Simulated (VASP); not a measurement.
# Nb16H (a cell with a defect) in VASP: single point with PBE

Aim: the single point of Nb16H (a cell with a defect) with PBE.

Everything below comes from runs of VASP 6.6.1. Logs are shortened: lines on timing, memory, paths and dates and some standing lists are left out, and cuts for length are marked.

## Step 1: The cell of the first run

The cell holds a defect, 17 atoms: a = 6.600 Å, b = 6.600 Å, c = 6.600 Å, α = 90.00°, β = 90.00°, γ = 90.00°.

## Step 2: Single point, PBE

INCAR

```
SYSTEM = Nb16H
PREC = Accurate
ENCUT = 520
EDIFF = 1E-6
ISMEAR = 0
SIGMA = 0.15
LREAL = Auto
LASPH = .TRUE.
NELM = 60
ALGO = Normal
ISIF = 2
LWAVE = .FALSE.
LCHARG = .FALSE.
GGA = PE
NBANDS = 118
```

KPOINTS

```
Automatic mesh
0
G
  3 3 3
  0 0 0
```

POSCAR

```
Nb16H
1.0
    6.6000000000      0.0000000000      0.0000000000
    0.0000000000      6.6000000000      0.0000000000
    0.0000000000      0.0000000000      6.6000000000
Nb H
16 1
Direct
   -0.0020496970     -0.0006475758     -0.0005457576
    0.4976730303      0.0003266667     -0.0013222727
    0.0065160606      0.4988227273      0.0090219697
   -0.0020515152     -0.0006459091      0.4999042424
    0.2526277273      0.2474906061      0.2496800000
    0.5003913636      0.4998551515      0.0003968182
    0.4976725758      0.0003283333      0.5006813636
    0.7516275758      0.2493560606      0.2496781818
    0.0065139394      0.4988246970      0.4903360606
    0.2515966667      0.7484357576      0.2496801515
    0.2508886364      0.2484404545      0.7496787879
    0.5003912121      0.4998577273      0.4989612121
    0.7503610606      0.7496215152      0.2496783333
    0.7476951515      0.2485833333      0.7496792424
    0.2499506061      0.7505633333      0.7496798485
    0.7438960606      0.7574048485      0.7496795455
    0.8927895455      0.5116589394      0.7496850000
```

Potentials or basis: VASP PAW PBE potentials, release 64 (Nb_sv, H).

Command:

```sh
> cat potpaw_PBE.64/Nb_sv/POTCAR potpaw_PBE.64/H/POTCAR > POTCAR
> mpirun -np 1 vasp_std > vasp.out
```

OUTCAR:

```text
SYSTEM = Nb16H
   PREC = Accurate
   ENCUT = 520
   EDIFF = 1E-6
   ISMEAR = 0
   LREAL = Auto
   LASPH = .TRUE.
   NELM = 60
   ISIF = 2
   GGA = PE

 ion  position               nearest neighbor table
   1  0.998  0.999  0.999-  16 2.84   8 2.84  13 2.85  14 2.86  15 2.86  11 2.86   5 2.87  10 2.88

   2  0.498  0.000  0.999-  16 2.81   5 2.83  11 2.83  15 2.84  14 2.85  10 2.85   8 2.87  13 2.87

   3  0.007  0.499  0.009-  17 1.87  10 2.80   5 2.81   8 2.84  13 2.85  11 2.87  15 2.88  14 2.93
                            16 2.97
   4  0.998  0.999  0.500-  16 2.84   8 2.84  13 2.85  14 2.86  15 2.86  11 2.86   5 2.87  10 2.88

   5  0.253  0.247  0.250-   3 2.81   9 2.81   7 2.83   2 2.83   6 2.86  12 2.86   4 2.87   1 2.87

   6  0.500  0.500  0.000-  10 2.85  13 2.85  14 2.86   5 2.86   8 2.86  11 2.86  15 2.86  16 2.87

   7  0.498  0.000  0.501-  16 2.81   5 2.83  11 2.83  15 2.84  14 2.85  10 2.85   8 2.87  13 2.87

   8  0.752  0.249  0.250-   3 2.84   9 2.84   4 2.84   1 2.84   6 2.86  12 2.86   2 2.87   7 2.87

   9  0.007  0.499  0.490-  17 1.87  10 2.80   5 2.81   8 2.84  13 2.85  11 2.87  15 2.88  14 2.93
                            16 2.97
  10  0.252  0.748  0.250-   9 2.80   3 2.80  12 2.85   6 2.85   2 2.85   7 2.85   1 2.88   4 2.88

  11  0.251  0.248  0.750-   7 2.83   2 2.83   6 2.86  12 2.86   4 2.86   1 2.86   3 2.87   9 2.87

  12  0.500  0.500  0.499-  10 2.85  13 2.85  14 2.86   5 2.86   8 2.86  11 2.86  15 2.86  16 2.87

  13  0.750  0.750  0.250-   1 2.85   4 2.85   9 2.85   3 2.85  12 2.85   6 2.85   2 2.87   7 2.87

  14  0.748  0.249  0.750-   7 2.85   2 2.85   4 2.86   1 2.86   6 2.86  12 2.86   3 2.93   9 2.93

  15  0.250  0.751  0.750-   2 2.84   7 2.84   1 2.86   4 2.86  12 2.86   6 2.86   3 2.88   9 2.88

  16  0.744  0.757  0.750-  17 1.90   2 2.81   7 2.81   1 2.84   4 2.84  12 2.87   6 2.87   9 2.97
                             3 2.97
  17  0.893  0.512  0.750-   3 1.87   9 1.87  16 1.90

  LATTYP: Found a simple cubic cell.
 ALAT       =     6.6000000000

  Lattice vectors:

 A1 = (   6.6000000000,   0.0000000000,   0.0000000000)
 A2 = (   0.0000000000,   6.6000000000,   0.0000000000)
 A3 = (   0.0000000000,   0.0000000000,   6.6000000000)

Analysis of symmetry for initial positions (statically):
=====================================================================
 Subroutine PRICEL returns:
 Original cell was already a primitive cell.

 Routine SETGRP: Setting up the symmetry group for a
 simple cubic supercell.

 Subroutine GETGRP returns: Found  1 space group operations
 (whereof  1 operations were pure point group operations)
 out of a pool of 48 trial point group operations.

The static configuration has the point symmetry C_1 .

Analysis of symmetry for dynamics (positions and initial velocities):
=====================================================================
 Subroutine PRICEL returns:
 Original cell was already a primitive cell.

 Routine SETGRP: Setting up the symmetry group for a
 simple cubic supercell.

 Subroutine GETGRP returns: Found  1 space group operations
 (whereof  1 operations were pure point group operations)
 out of a pool of 48 trial point group operations.

The dynamic configuration has the point symmetry C_1 .

 Subroutine INISYM returns: Found  1 space group operations
 (whereof  1 operations are pure point group operations),
 and found     1 'primitive' translations

----------------------------------------------------------------------------------------

                                     Primitive cell

  volume of cell :     287.4960

  direct lattice vectors                    reciprocal lattice vectors
     6.600000000  0.000000000  0.000000000     0.151515152  0.000000000  0.000000000
     0.000000000  6.600000000  0.000000000     0.000000000  0.151515152  0.000000000
     0.000000000  0.000000000  6.600000000     0.000000000  0.000000000  0.151515152

  length of vectors
     6.600000000  6.600000000  6.600000000     0.151515152  0.151515152  0.151515152

  position of ions in fractional coordinates (direct lattice)
     0.997950303  0.999352424  0.999454242
     0.497673030  0.000326667  0.998677727
     0.006516061  0.498822727  0.009021970
     0.997948485  0.999354091  0.499904242
     0.252627727  0.247490606  0.249680000
     0.500391364  0.499855152  0.000396818
[... 9 lines left out ...]
     0.743896061  0.757404849  0.749679546
     0.892789546  0.511658939  0.749685000

  ion indices of the primitive-cell ions
   primitive index   ion index
                 1           1
                 2           2
                 3           3
                 4           4
                 5           5
                 6           6
[... 9 lines left out ...]
                16          16
                17          17

----------------------------------------------------------------------------------------

 KPOINTS: Automatic mesh

Automatic generation of k-mesh.
 Grid dimensions read from file:
 generate k-points for:    3    3    3

 Generating k-lattice:

  Cartesian coordinates                     Fractional coordinates (reciprocal lattice)
     0.050505051  0.000000000  0.000000000     0.333333333  0.000000000  0.000000000
     0.000000000  0.050505051  0.000000000     0.000000000  0.333333333  0.000000000
     0.000000000  0.000000000  0.050505051     0.000000000  0.000000000  0.333333333

  Length of vectors
     0.050505051  0.050505051  0.050505051

  Shift w.r.t. Gamma in fractional coordinates (k-lattice)
     0.000000000  0.000000000  0.000000000

 Subroutine IBZKPT returns following result:
 ===========================================

 Found     14 irreducible k-points:

 Following reciprocal coordinates:
            Coordinates               Weight
  0.000000  0.000000  0.000000      1.000000
  0.333333  0.000000  0.000000      2.000000
  0.000000  0.333333  0.000000      2.000000
  0.000000  0.000000  0.333333      2.000000
  0.333333  0.333333  0.000000      2.000000
  0.000000  0.333333  0.333333      2.000000
  0.333333  0.000000  0.333333      2.000000
 -0.333333  0.333333  0.000000      2.000000
 -0.333333  0.000000  0.333333      2.000000
  0.000000 -0.333333  0.333333      2.000000
  0.333333  0.333333  0.333333      2.000000
 -0.333333  0.333333  0.333333      2.000000
 -0.333333 -0.333333  0.333333      2.000000
  0.333333 -0.333333  0.333333      2.000000
   k-points           NKPTS =     14   k-points in BZ     NKDIM =     14   number of bands    NBANDS=    118
   number of dos      NEDOS =    301   number of ions     NIONS =     17
   total plane-waves  NPLWV = 125000
   dimension x,y,z NGX =    50 NGY =   50 NGZ =   50
   dimension x,y,z NGXF=   100 NGYF=  100 NGZF=  100
   ions per type =              16   1
   NGX,Y,Z   is equivalent  to a cutoff of  12.59, 12.59, 12.59 a.u.
   NGXF,Y,Z  is equivalent  to a cutoff of  25.19, 25.19, 25.19 a.u.
 SYSTEM =  Nb16H
   PREC   = accura    normal or accurate (medium, high low for compatibility)
   ISTART =      0    job   : 0-new  1-cont  2-samecut
   ICHARG =      2    charge: 1-file 2-atom 10-const
   ISPIN  =      1    spin polarized calculation?
   LNONCOLLINEAR =      F non collinear calculations
   LSORBIT =      F    spin-orbit coupling
   LASPH  =      T    aspherical Exc in radial PAW
   ENCUT  =  520.0 eV  38.22 Ry    6.18 a.u.  12.27 12.27 12.27*2*pi/ulx,y,z
   NELM   =     60;   NELMIN=  2; NELMDL= -5     # of ELM steps
   EDIFF  = 0.1E-05   stopping-criterion for ELM
   LREAL  =      T    real-space projection
   EDIFFG = 0.1E-04   stopping-criterion for IOM
   NSW    =      0    number of steps for IOM
   IBRION =     -1    ionic relax: 0-MD 1-quasi-New 2-CG
   NFREE  =      0    steps in history (QN), initial steepest desc. (CG)
   ISIF   =      2    stress and relaxation
   ISYM   =      2    0-nonsym 1-usesym 2-fastsym
   POTIM  = 0.5000    time-step for ionic-motion
   TEBEG  =    0.0;   TEEND  =   0.0 temperature during run
   PSTRESS=    0.0 pullay stress
   NELECT =     209.0000    total number of electrons
   NUPDOWN=      -1.0000    fix difference up-down
   EMIN   =  10.00;   EMAX   =-10.00  energy-range for DOS
   EFERMI =   0.00;   METHOD = LEGACY
   ISMEAR =     0;   SIGMA  =   0.15  broadening in eV -4-tet -1-fermi 0-gaus
   EFERMI_NEDOS =   21; number of points for ismear=-14 and -15
   IALGO  =     38    algorithm
   IMIX   =      4    mixing-type and parameters
     AMIX     =   0.40;   BMIX     =  1.00
     AMIX_MAG =   1.60;   BMIX_MAG =  1.00
  volume/ion in A,a.u.               =      16.91       114.12
  Fermi-wavevector in a.u.,A,eV,Ry     =   1.472018  2.781710 29.481589  2.166836
  Thomas-Fermi vector in A             =   2.587083
   LORBIT       =      0    0 simple, 1 ext, 2 COOP (PROOUT), +10 PAW based schemes
   GGA     = PE    functional components
   LHFCALC =     F    Hartree Fock is set to
   AEXX    =    0.0000 exact exchange contribution
   IVDW    =     0    specifies the selected vdW correction
   LEPSILON=     F    determine dielectric tensor
   LRPA    =     F    only Hartree local field effects (RPA)
 non-spin polarized calculation
 Gauss-broadening in eV      SIGMA  =   0.15
  energy-cutoff  :      520.00
  volume of cell :      287.50
 maximum number of plane-waves:      7809
 NGX is ok and might be reduce to    50
   NGX = 25   NGY = 25   NGZ = 25

 number of electron     209.0000022 magnetization

 Free energy of the ion-electron system (eV)
  ---------------------------------------------------
  ext. energy  EPLUGINS =         0.00000000
  ---------------------------------------------------
  free energy    TOTEN  =      -167.50747211 eV

  energy without entropy =     -167.37121502  energy(sigma->0) =     -167.43934356

 E-fermi :  11.2710     XC(G=0): -12.5427

 val. band max:       11.2694330659   @ k =  -0.3333   0.3333   0.0000
 cond. band min:      11.2759651536   @ k =   0.3333   0.0000   0.3333
 fundamental gap:      0.0065320877
 Fermi energy:        11.2710225666

 k-point     1 :       0.0000    0.0000    0.0000
  band No.  band energies     occupation
      1     -43.0811      2.00000
      2     -42.8973      2.00000
      3     -42.8892      2.00000
      4     -42.8639      2.00000
      5     -42.8596      2.00000
      6     -42.8483      2.00000
[... 108 lines left out ...]
    115      13.5380      0.00000
    116      13.5478      0.00000
[... 1545 lines left out ...]
    115      13.6654      0.00000
    116      13.6979      0.00000
 [bands above 116 left out]

------------------------ aborting loop because EDIFF is reached ----------------------------------------

  FORCE on cell =-STRESS in cart. coord.  units (eV):
  Direction    XX          YY          ZZ          XY          YZ          ZX
  --------------------------------------------------------------------------------------
  -------------------------------------------------------------------------------------
  Total        3.5310269      3.5918165      5.1071039     -0.3773228      0.0000671     -0.0015002
  in kB       19.6779477     20.0167200     28.4612171     -2.1027701      0.0003740     -0.0083605
  external PRESSURE =      22.7186282 kB  Pullay stress =       0.0000000 kB

 VOLUME and BASIS-vectors are now :
 -----------------------------------------------------------------------------
  energy-cutoff  :      520.00
  volume of cell :      287.50
      direct lattice vectors                 reciprocal lattice vectors
     6.600000000  0.000000000  0.000000000     0.151515152  0.000000000  0.000000000
     0.000000000  6.600000000  0.000000000     0.000000000  0.151515152  0.000000000
     0.000000000  0.000000000  6.600000000     0.000000000  0.000000000  0.151515152

 POSITION                                       TOTAL-FORCE (eV/Angst)
 -----------------------------------------------------------------------------------
      6.58647      6.59573      6.59640         0.012891      0.017847     -0.000860
      3.28464      0.00216      6.59127         0.016867      0.007100      0.005016
      0.04301      3.29223      0.05955         0.018442      0.033856     -0.029870
      6.58646      6.59574      3.29937         0.012710      0.017705      0.001186
      1.66734      1.63344      1.64789         0.017968      0.031745     -0.000500
      3.30258      3.29904      0.00262         0.012556      0.012169      0.003158
[... 9 lines left out ...]
      4.90971      4.99887      4.94789         0.025688      0.007581     -0.000216
      5.89241      3.37695      4.94792        -0.253723     -0.240672     -0.000407
 -----------------------------------------------------------------------------------
    total drift:                               -0.005835      0.000336      0.001285

  FREE ENERGIE OF THE ION-ELECTRON SYSTEM (eV)
  ---------------------------------------------------
  free  energy   TOTEN  =      -167.5074721120 eV

  energy  without entropy=     -167.3712150173  energy(sigma->0) =     -167.43934356
```

It took 13 min on 1 thread of Intel Xeon Platinum 8488C (Sapphire Rapids), shared host; peak memory 0.52 GiB.

Results:

| Item | Value |
| --- | --- |
| Free energy | -167.5075 eV |
| Pressure | 2.3 GPa |
| Largest force | 0.350 eV/Å |
| Band gap on the k mesh | zero (an odd number of electrons rules out a gap without spin polarisation) |

Forces on the atoms (eV/Å):
```
Nb   0.013  0.018 -0.001
Nb   0.017  0.007  0.005
Nb   0.018  0.034 -0.030
Nb   0.013  0.018  0.001
Nb   0.018  0.032 -0.001
Nb   0.013  0.012  0.003
Nb   0.017  0.007 -0.005
Nb   0.019  0.018  0.000
Nb   0.019  0.033  0.030
Nb   0.025  0.019  0.000
Nb   0.010  0.017  0.000
Nb   0.013  0.012 -0.003
Nb   0.029  0.014  0.000
Nb  -0.015 -0.026  0.000
Nb   0.020  0.020  0.001
Nb   0.026  0.008  0.000
H   -0.254 -0.241  0.000
```

Levels at points of the mesh, in eV from the Fermi level:
```tsv
k point	band 101	band 102	band 103	band 104	band 105	band 106
(0.00, 0.00, 0.00)	0.64	0.85	0.88	0.89	0.90	0.92
```
